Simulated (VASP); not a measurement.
Set up this calculation in VASP 6.6.1, as the native input.

* Task: single point
* Functional: PBE
* Potentials or basis: VASP PAW PBE potentials, release 64 (Ni)
* Cutoff: 520 eV
* k mesh: 25 × 25 × 25
* Occupations: fermi-dirac, width 0.05 eV
* Spin: collinear spin, ferromagnetic start
* Starting moments: [0.672] μB
* Dipole correction: no
* Further INCAR settings: ALGO = Normal; EDIFF = 1e-06; NBANDS = 15

The structure of Ni lies in POSCAR:

```
Ni
1.0
    0.0000000000      1.7596893266      1.7596893266
    1.7596893266      0.0000000000      1.7596893266
    1.7596893266      1.7596893266      0.0000000000
Ni
1
Direct
    0.0000000000      0.0000000000      0.0000000000
```

One way to write it, as run:

INCAR

```
SYSTEM = Ni
PREC = Accurate
ENCUT = 520
EDIFF = 1E-6
ISMEAR = -1
SIGMA = 0.05
LREAL = .FALSE.
LASPH = .TRUE.
NELM = 150
ALGO = Normal
ISIF = 2
LWAVE = .FALSE.
LCHARG = .FALSE.
ISPIN = 2
MAGMOM = 0.672
LORBIT = 11
LMAXMIX = 4
GGA = PE
NBANDS = 15
```

KPOINTS

```
regular mesh
0
G
  25 25 25
  0 0 0
```

Potentials or basis: VASP PAW PBE potentials, release 64 (Ni).

The run is started by

```bash
$ cat potpaw_PBE.64/Ni/POTCAR > POTCAR
$ mpirun -np 1 vasp_std > vasp.out
```

It gave:

The pressure is -0.2 GPa and the net moment is 0.62 μB per cell. The site moments are Ni +0.63 μB and the valence electrons inside the program's atomic spheres are Ni 9.31.

Run time: 92 s on 1 thread of Intel(R) Xeon(R) Platinum 8488C (Sapphire Rapids) (shared host), peak memory 0.22 GiB.
